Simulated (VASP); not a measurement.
ZrAl3N4:

```xyz
8
Lattice="3.3350 -4.7164 0.0000 3.3350 4.7164 0.0000 0.0000 0.0000 3.3350" Properties=species:S:1:pos:R:3 pbc="T T T"
Zr    3.3350    0.0000    1.6675
Al    1.6675    2.3582    0.0000
Al    1.6675   -2.3582    0.0000
Al    0.0000    0.0000    1.6675
N     5.0025    0.0000    0.0000
N     1.6675    0.0000    0.0000
N     3.3350   -2.3582    1.6675
N     3.3350    2.3582    1.6675
```

* Program: VASP 6.6.1
* Task: relaxation of cell and atoms
* Functional: PBE
* Potentials or basis: VASP PAW PBE potentials, release 64 (Zr_sv, Al, N)
* Cutoff: 600 eV
* k mesh: 4 × 4 × 6
* Occupations: gaussian, width 0.1 eV
* Spin: no spin polarisation

At the start: pressure -33.8 GPa; volume 13.11 Å³/atom.

Problem. Where does the relaxation end?

Solution. Over 8 steps the energy falls by 553.1 meV/atom and the volume is 9.56 Å³/atom (-27.1 %); space group Cmmm (No. 65, to 0.1 Å) before and after.

Step by step:
```
step  energy change (eV)  largest force (eV/Å)  pressure (GPa)  volume (Å³)
   1              0.0000                0.9402          -33.79       104.91
   2             -2.9278                4.1169           39.51        68.27
   3             -3.8606                3.1334            1.16        77.65
   4             -4.3503                0.7535            6.66        74.44
   5             -4.4014                0.2407            4.56        75.16
   6             -4.4072                0.0788           -4.03        77.86
   7             -4.4237                0.0774           -0.20        76.59
   8             -4.4245                0.0166           -0.01        76.52
```

Final structure:
```
CELL_PARAMETERS angstrom
3.03592 -4.23886 0.00000
3.03592 4.23886 0.00000
0.00000 0.00000 2.97299
ATOMIC_POSITIONS crystal
Zr 0.50000 0.50000 0.50000
Al 0.00000 0.50000 0.00000
Al 0.50000 0.00000 0.00000
Al 0.00000 0.00000 0.50000
N 0.77474 0.77474 0.00000
N 0.22526 0.22526 0.00000
N 0.76076 0.23924 0.50000
N 0.23924 0.76076 0.50000
```

Caveat: the volume moved by over 15 % at a fixed basis, so the end points are rough.
